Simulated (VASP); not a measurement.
# Zr3S2 (P4/mbm) in VASP: relaxation of cell and atoms with PBE

Aim: the relaxation of cell and atoms of Zr3S2 with PBE.

All numbers are computed with VASP 6.6.1; they aren't measurements. Logs are shortened: lines on timing, memory, paths and dates and some standing lists are left out, and cuts for length are marked.

## (1) The cell of the first run

The structure is tetragonal, space group P4/mbm (No. 127). Conventional cell: a = 7.100 Å, b = 7.100 Å, c = 3.710 Å, α = 90.00°, β = 90.00°, γ = 90.00°. Within 3.8 Å of Zr (site symmetry m2m) lie 6 S at 2.73 to 2.86 Å and 11 Zr at 3.20 to 3.71 Å. Within 3.8 Å of Zr (site symmetry 4/m) lie 4 S at 2.83 Å and 10 Zr at 3.20 to 3.71 Å. S (site symmetry m2m) has 1 S at 2.41 Å and 8 Zr at 2.73 to 2.86 Å within 3.2 Å.

## (2) Relaxation of cell and atoms, PBE

INCAR reads:

```
SYSTEM = Zr3S2
PREC = Accurate
ENCUT = 600
EDIFF = 1E-6
ISMEAR = 0
SIGMA = 0.2
LREAL = .FALSE.
LASPH = .TRUE.
NELM = 100
ALGO = Normal
ISIF = 3
LWAVE = .FALSE.
LCHARG = .FALSE.
GGA = PE
IBRION = 2
NSW = 36
EDIFFG = -0.08
```

KPOINTS reads:

```
regular mesh
0
G
  3 3 4
  0 0 0
```

POSCAR reads:

```
Zr3S2
1.0
    7.1000000000      0.0000000000      0.0000000000
    0.0000000000      7.1000000000      0.0000000000
    0.0000000000      0.0000000000      3.7100000000
Zr S
6 4
Direct
    0.3190000000      0.1810000000      0.5000000000
    0.6810000000      0.8190000000      0.5000000000
    0.8190000000      0.3190000000      0.5000000000
    0.1810000000      0.6810000000      0.5000000000
    0.0000000000      0.0000000000      0.0000000000
    0.5000000000      0.5000000000      0.0000000000
    0.1200000000      0.3800000000      0.0000000000
    0.8800000000      0.6200000000      0.0000000000
    0.3800000000      0.8800000000      0.0000000000
    0.6200000000      0.1200000000      0.0000000000
```

Potentials or basis: VASP PAW PBE potentials, release 64 (Zr_sv, S).

Started as:

```console
$ cat potpaw_PBE.64/Zr_sv/POTCAR potpaw_PBE.64/S/POTCAR > POTCAR
$ mpirun -np 1 vasp_std > vasp.out
```

OUTCAR:

```text
SYSTEM = Zr3S2
   PREC = Accurate
   ENCUT = 600
   EDIFF = 1E-6
   ISMEAR = 0
   LREAL = .FALSE.
   LASPH = .TRUE.
   NELM = 100
   ISIF = 3
   GGA = PE
   IBRION = 2
   NSW = 36
   EDIFFG = -0.08

 ion  position               nearest neighbor table
   1  0.319  0.181  0.500-   7 2.73   7 2.73  10 2.86   9 2.86   9 2.86  10 2.86   6 3.20   6 3.20
                             5 3.20   5 3.20   2 3.63   3 3.68   4 3.68   4 3.68   3 3.68
   2  0.681  0.819  0.500-   8 2.73   8 2.73  10 2.86   9 2.86   9 2.86  10 2.86   6 3.20   6 3.20
                             5 3.20   5 3.20   1 3.63   3 3.68   4 3.68   3 3.68   4 3.68
   3  0.819  0.319  0.500-  10 2.73  10 2.73   7 2.86   7 2.86   8 2.86   8 2.86   6 3.20   6 3.20
                             5 3.20   5 3.20   4 3.63   2 3.68   1 3.68   2 3.68   1 3.68
   4  0.181  0.681  0.500-   9 2.73   9 2.73   7 2.86   7 2.86   8 2.86   8 2.86   6 3.20   6 3.20
                             5 3.20   5 3.20   3 3.63   2 3.68   1 3.68   1 3.68   2 3.68
   5  0.000  0.000  0.000-   7 2.83   8 2.83   9 2.83  10 2.83   1 3.20   2 3.20   3 3.20   4 3.20
                             1 3.20   2 3.20   3 3.20   4 3.20
   6  0.500  0.500  0.000-   7 2.83   8 2.83   9 2.83  10 2.83   1 3.20   2 3.20   3 3.20   4 3.20
                             1 3.20   2 3.20   3 3.20   4 3.20
   7  0.120  0.380  0.000-   8 2.41   1 2.73   1 2.73   5 2.83   6 2.83   3 2.86   4 2.86   3 2.86
                             4 2.86
   8  0.880  0.620  0.000-   7 2.41   2 2.73   2 2.73   5 2.83   6 2.83   3 2.86   4 2.86   3 2.86
                             4 2.86
   9  0.380  0.880  0.000-  10 2.41   4 2.73   4 2.73   5 2.83   6 2.83   2 2.86   1 2.86   2 2.86
                             1 2.86
  10  0.620  0.120  0.000-   9 2.41   3 2.73   3 2.73   5 2.83   6 2.83   2 2.86   1 2.86   2 2.86
                             1 2.86

  LATTYP: Found a simple tetragonal cell.
 ALAT       =     7.1000000000
 C/A-ratio  =     0.5225352113

  Lattice vectors:

 A1 = (   7.1000000000,   0.0000000000,   0.0000000000)
 A2 = (   0.0000000000,   7.1000000000,   0.0000000000)
 A3 = (   0.0000000000,   0.0000000000,   3.7100000000)

Analysis of symmetry for initial positions (statically):
=====================================================================
 Subroutine PRICEL returns:
 Original cell was already a primitive cell.

 Routine SETGRP: Setting up the symmetry group for a
 simple tetragonal supercell.

 Subroutine GETGRP returns: Found 16 space group operations
 (whereof  8 operations were pure point group operations)
 out of a pool of 16 trial point group operations.

The static configuration has the point symmetry C_4h.
 The point group associated with its full space group is D_4h.

Analysis of symmetry for dynamics (positions and initial velocities):
=====================================================================
 Subroutine PRICEL returns:
 Original cell was already a primitive cell.

 Routine SETGRP: Setting up the symmetry group for a
 simple tetragonal supercell.

 Subroutine GETGRP returns: Found 16 space group operations
 (whereof  8 operations were pure point group operations)
 out of a pool of 16 trial point group operations.

The dynamic configuration has the point symmetry C_4h.
 The point group associated with its full space group is D_4h.

 Subroutine INISYM returns: Found 16 space group operations
 (whereof  8 operations are pure point group operations),
 and found     1 'primitive' translations

----------------------------------------------------------------------------------------

                                     Primitive cell

  volume of cell :     187.0211

  direct lattice vectors                    reciprocal lattice vectors
     7.100000000  0.000000000  0.000000000     0.140845070  0.000000000  0.000000000
     0.000000000  7.100000000  0.000000000     0.000000000  0.140845070  0.000000000
     0.000000000  0.000000000  3.710000000     0.000000000  0.000000000  0.269541779

  length of vectors
     7.100000000  7.100000000  3.710000000     0.140845070  0.140845070  0.269541779

  position of ions in fractional coordinates (direct lattice)
     0.319000000  0.181000000  0.500000000
     0.681000000  0.819000000  0.500000000
     0.819000000  0.319000000  0.500000000
     0.181000000  0.681000000  0.500000000
     0.000000000  0.000000000  0.000000000
     0.500000000  0.500000000  0.000000000
     0.120000000  0.380000000  0.000000000
     0.880000000  0.620000000  0.000000000
     0.380000000  0.880000000  0.000000000
     0.620000000  0.120000000  0.000000000

  ion indices of the primitive-cell ions
   primitive index   ion index
                 1           1
                 2           2
                 3           3
                 4           4
                 5           5
                 6           6
                 7           7
                 8           8
                 9           9
                10          10

----------------------------------------------------------------------------------------

 KPOINTS: regular mesh

Automatic generation of k-mesh.
 Grid dimensions read from file:
 generate k-points for:    3    3    4

 Generating k-lattice:

  Cartesian coordinates                     Fractional coordinates (reciprocal lattice)
     0.046948357  0.000000000  0.000000000     0.333333333  0.000000000  0.000000000
     0.000000000  0.046948357  0.000000000     0.000000000  0.333333333  0.000000000
     0.000000000  0.000000000  0.067385445     0.000000000  0.000000000  0.250000000

  Length of vectors
     0.046948357  0.046948357  0.067385445

  Shift w.r.t. Gamma in fractional coordinates (k-lattice)
     0.000000000  0.000000000  0.000000000

 Subroutine IBZKPT returns following result:
 ===========================================

 Found      9 irreducible k-points:

 Following reciprocal coordinates:
            Coordinates               Weight
  0.000000  0.000000  0.000000      1.000000
  0.333333  0.000000  0.000000      4.000000
  0.333333  0.333333  0.000000      4.000000
  0.000000  0.000000  0.250000      2.000000
  0.333333  0.000000  0.250000      8.000000
  0.333333  0.333333  0.250000      8.000000
  0.000000  0.000000  0.500000      1.000000
  0.333333  0.000000  0.500000      4.000000
  0.333333  0.333333  0.500000      4.000000
   k-points           NKPTS =      9   k-points in BZ     NKDIM =      9   number of bands    NBANDS=     57
   number of dos      NEDOS =    301   number of ions     NIONS =     10
   total plane-waves  NPLWV = 108000
   dimension x,y,z NGX =    60 NGY =   60 NGZ =   30
   dimension x,y,z NGXF=   120 NGYF=  120 NGZF=   60
   ions per type =               6   4
   NGX,Y,Z   is equivalent  to a cutoff of  14.05, 14.05, 13.44 a.u.
   NGXF,Y,Z  is equivalent  to a cutoff of  28.10, 28.10, 26.89 a.u.
 SYSTEM =  Zr3S2
   PREC   = accura    normal or accurate (medium, high low for compatibility)
   ISTART =      0    job   : 0-new  1-cont  2-samecut
   ICHARG =      2    charge: 1-file 2-atom 10-const
   ISPIN  =      1    spin polarized calculation?
   LNONCOLLINEAR =      F non collinear calculations
   LSORBIT =      F    spin-orbit coupling
   LASPH  =      T    aspherical Exc in radial PAW
   ENCUT  =  600.0 eV  44.10 Ry    6.64 a.u.  14.18 14.18  7.41*2*pi/ulx,y,z
   NELM   =    100;   NELMIN=  2; NELMDL= -5     # of ELM steps
   EDIFF  = 0.1E-05   stopping-criterion for ELM
   LREAL  =      F    real-space projection
   EDIFFG = -.8E-01   stopping-criterion for IOM
   NSW    =     36    number of steps for IOM
   IBRION =      2    ionic relax: 0-MD 1-quasi-New 2-CG
   NFREE  =      1    steps in history (QN), initial steepest desc. (CG)
   ISIF   =      3    stress and relaxation
   ISYM   =      2    0-nonsym 1-usesym 2-fastsym
   POTIM  = 0.5000    time-step for ionic-motion
   TEBEG  =    0.0;   TEEND  =   0.0 temperature during run
   PSTRESS=    0.0 pullay stress
   NELECT =      96.0000    total number of electrons
   NUPDOWN=      -1.0000    fix difference up-down
   EMIN   =  10.00;   EMAX   =-10.00  energy-range for DOS
   EFERMI =   0.00;   METHOD = LEGACY
   ISMEAR =     0;   SIGMA  =   0.20  broadening in eV -4-tet -1-fermi 0-gaus
   EFERMI_NEDOS =   21; number of points for ismear=-14 and -15
   IALGO  =     38    algorithm
   IMIX   =      4    mixing-type and parameters
     AMIX     =   0.40;   BMIX     =  1.00
     AMIX_MAG =   1.60;   BMIX_MAG =  1.00
  volume/ion in A,a.u.               =      18.70       126.21
  Fermi-wavevector in a.u.,A,eV,Ry     =   1.310796  2.477045 23.377335  1.718186
  Thomas-Fermi vector in A             =   2.441301
   LORBIT       =      0    0 simple, 1 ext, 2 COOP (PROOUT), +10 PAW based schemes
   GGA     = PE    functional components
   LHFCALC =     F    Hartree Fock is set to
   AEXX    =    0.0000 exact exchange contribution
   IVDW    =     0    specifies the selected vdW correction
   LEPSILON=     F    determine dielectric tensor
   LRPA    =     F    only Hartree local field effects (RPA)
 conjugate gradient relaxation of ions
 non-spin polarized calculation
 Gauss-broadening in eV      SIGMA  =   0.20
  energy-cutoff  :      600.00
  volume of cell :      187.02
 maximum number of plane-waves:      6253
 NGX is ok and might be reduce to    60
   NGX = 29   NGY = 29   NGZ = 15

--------------------------------------- Ionic step        1  -------------------------------------------

 number of electron      96.0000004 magnetization

 Free energy of the ion-electron system (eV)
  ---------------------------------------------------
  ext. energy  EPLUGINS =         0.00000000
  ---------------------------------------------------
  free energy    TOTEN  =       -76.72669965 eV

  energy without entropy =      -76.55362778  energy(sigma->0) =      -76.64016372

------------------------ aborting loop because EDIFF is reached ----------------------------------------

  FORCE on cell =-STRESS in cart. coord.  units (eV):
  Direction    XX          YY          ZZ          XY          YZ          ZX
  --------------------------------------------------------------------------------------
  -------------------------------------------------------------------------------------
  Total       -1.6439563     -1.6439563    -12.3908757      0.0000000     -0.0000000     -0.0000000
  in kB      -14.0834887    -14.0834887   -106.1504832      0.0000000     -0.0000000     -0.0000000
  external PRESSURE =     -44.7724869 kB  Pullay stress =       0.0000000 kB
[... 113 lines left out ...]
  FREE ENERGIE OF THE ION-ELECTRON SYSTEM (eV)
  ---------------------------------------------------
  free  energy   TOTEN  =       -78.5646987217 eV

  energy  without entropy=      -78.4627691933  energy(sigma->0) =      -78.51373396

[... ionic steps 4 to 7 ...]

--------------------------------------- Ionic step        8  -------------------------------------------

 number of electron      95.9999995 magnetization

------------------------ aborting loop because EDIFF is reached ----------------------------------------
[... 83 lines left out ...]
--------------------------------------- Ionic step       10  -------------------------------------------

 number of electron      95.9999996 magnetization

 Free energy of the ion-electron system (eV)
  ---------------------------------------------------
  ext. energy  EPLUGINS =         0.00000000
  ---------------------------------------------------
  free energy    TOTEN  =       -79.34898496 eV

  energy without entropy =      -79.23406416  energy(sigma->0) =      -79.29152456

 E-fermi :  10.9536     XC(G=0): -11.6735

 val. band max:       10.9533010254   @ k =   0.0000   0.0000   0.5000
 cond. band min:      10.9640872684   @ k =   0.0000   0.0000   0.5000
 fundamental gap:      0.0107862430
 Fermi energy:        10.9536421993

 k-point     1 :       0.0000    0.0000    0.0000
  band No.  band energies     occupation
      1     -38.3691      2.00000
      2     -38.3494      2.00000
      3     -38.3298      2.00000
      4     -38.3298      2.00000
      5     -37.6909      2.00000
      6     -37.6835      2.00000
[... 566 lines left out ...]
  FREE ENERGIE OF THE ION-ELECTRON SYSTEM (eV)
  ---------------------------------------------------
  free  energy   TOTEN  =       -79.3489849581 eV

  energy  without entropy=      -79.2340641607  energy(sigma->0) =      -79.29152456

 reached required accuracy - stopping structural energy minimisation
```

Run time: 10 min. Hardware: 1 thread of Intel Xeon 6975P-C (Granite Rapids), shared host; peak memory 0.38 GiB.

Results:

- Free energy: -79.3490 eV
- Relaxed volume: 17.77 Å³/atom
- Relaxed cell: a = 7.126 Å, b = 7.126 Å, c = 3.500 Å, α = 90.00°, β = 90.00°, γ = 90.00°
- Space group after relaxing (to 0.1 Å): P4/mbm (No. 127)
- Energy gained by relaxing: 262.2 meV/atom
- Ionic steps: 10
- Pressure after relaxing: 0.2 GPa
- Largest force after relaxing: 0.058 eV/Å
- Band gap on the k mesh: zero (bands 48 and 49 overlap by 0.03 eV)

Forces on the atoms (eV/Å):
```
Zr  -0.025  0.025  0.000
Zr   0.025 -0.025  0.000
Zr  -0.025 -0.025  0.000
Zr   0.025  0.025  0.000
Zr   0.000  0.000  0.000
Zr   0.000  0.000  0.000
S   -0.041  0.041  0.000
S    0.041 -0.041  0.000
S    0.041  0.041  0.000
S   -0.041 -0.041  0.000
```

Step by step:
```tsv
step	energy change (eV)	largest force (eV/Å)	pressure (GPa)	volume (Å³)
1	0.0000	3.6592	-4.48	187.02
2	-1.8377	1.4351	5.69	173.06
3	-1.8380	1.4692	6.00	172.77
4	-2.3291	0.7955	-3.67	185.11
5	-2.3314	0.8409	-3.10	184.23
6	-2.5641	0.4768	-0.84	179.79
7	-2.6060	0.2803	0.98	177.00
8	-2.6148	0.1127	-0.96	179.18
9	-2.6192	0.1307	-0.28	178.37
10	-2.6223	0.0580	0.15	177.70
```

Final structure:
```
Zr S
1.0
     7.12567    0.00000    0.00000
     0.00000    7.12567    0.00000
     0.00000    0.00000    3.49976
Zr S
6 4
Direct
  0.34159 0.15841 0.50000
  0.65841 0.84159 0.50000
  0.84159 0.34159 0.50000
  0.15841 0.65841 0.50000
  0.00000 0.00000 0.00000
  0.50000 0.50000 0.00000
  0.14958 0.35042 0.00000
  0.85042 0.64958 0.00000
  0.35042 0.85042 0.00000
  0.64958 0.14958 0.00000
```

Levels at points of the mesh, in eV from the Fermi level:
| k point | band 46 | band 47 | band 48 | band 49 | band 50 | band 51 |
| --- | --- | --- | --- | --- | --- | --- |
| (0.00, 0.00, 0.00) | -0.26 | -0.26 | -0.06 | 0.43 | 0.43 | 0.45 |
| (0.00, 0.00, 0.50) | -0.44 | -0.44 | -0.24 | 0.00 | 0.01 | 0.80 |

Caveat: the k points lie up to 0.45 Å⁻¹ apart in the final cell; the relaxation stopped at a loose force limit of 0.08 eV/Å, so its end isn't a converged minimum.
